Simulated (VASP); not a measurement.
Write the native input for VASP 6.6.1 that does the following.

- Task: single point
- Functional: PBE
- Dispersion: D3(BJ)
- Potentials or basis: VASP PAW PBE potentials, release 64 (Se)
- Cutoff: 520 eV
- k mesh: 9 × 9 × 8
- Occupations: gaussian, width 0.05 eV
- Spin: no spin polarisation
- Dipole correction: no
- Further INCAR settings: ALGO = Normal; EDIFF = 1e-06; NBANDS = 16

The structure of Se lies in POSCAR:

```
Se
1.0
    3.8282306585      0.0000000000      0.0000000000
   -1.9141153292      3.3153450018      0.0000000000
    0.0000000000      0.0000000000      5.7905816940
Se
3
Direct
    0.3087981154      0.0000000000      0.3333333333
    0.0000000000      0.3087981154      0.6666666667
    0.6912018846      0.6912018846      0.0000000000
```

This cell differs from its parent crystal: c/a of the conventional cell at fixed volume 1.5126.

One way to write it, as run:

INCAR

```
SYSTEM = Se
ALGO = Normal
EDIFF = 1E-6
ENCUT = 520
GGA = PE
ISIF = 2
ISMEAR = 0
IVDW = 12
LASPH = .TRUE.
LCHARG = .FALSE.
LREAL = .FALSE.
LWAVE = .FALSE.
NBANDS = 16
NELM = 80
PREC = Accurate
SIGMA = 0.05
```

KPOINTS

```
k-points
0
G
  9 9 8
  0 0 0
```

Potentials or basis: VASP PAW PBE potentials, release 64 (Se).

Launch:

```bash
$ cat potpaw_PBE.64/Se/POTCAR > POTCAR
$ mpirun -np 1 vasp_std > vasp.out
```

Results of the run:

```json
{"Pressure": "-7.8 GPa", "Largest force": "0.541 eV/Å", "Band gap on the k mesh": "zero (band 9 reaches 3.56 eV, above the bottom of band 10 at 3.42 eV)", "Dispersion energy per atom": "-0.357 eV"}
```

Caveat: pairwise dispersion overbinds metals, which lowers pressure and volume.

Run time: 41 s on 1 thread of AMD EPYC 9R45 96-Core Processor (Zen 5), on a shared host, peak memory 0.2 GiB.
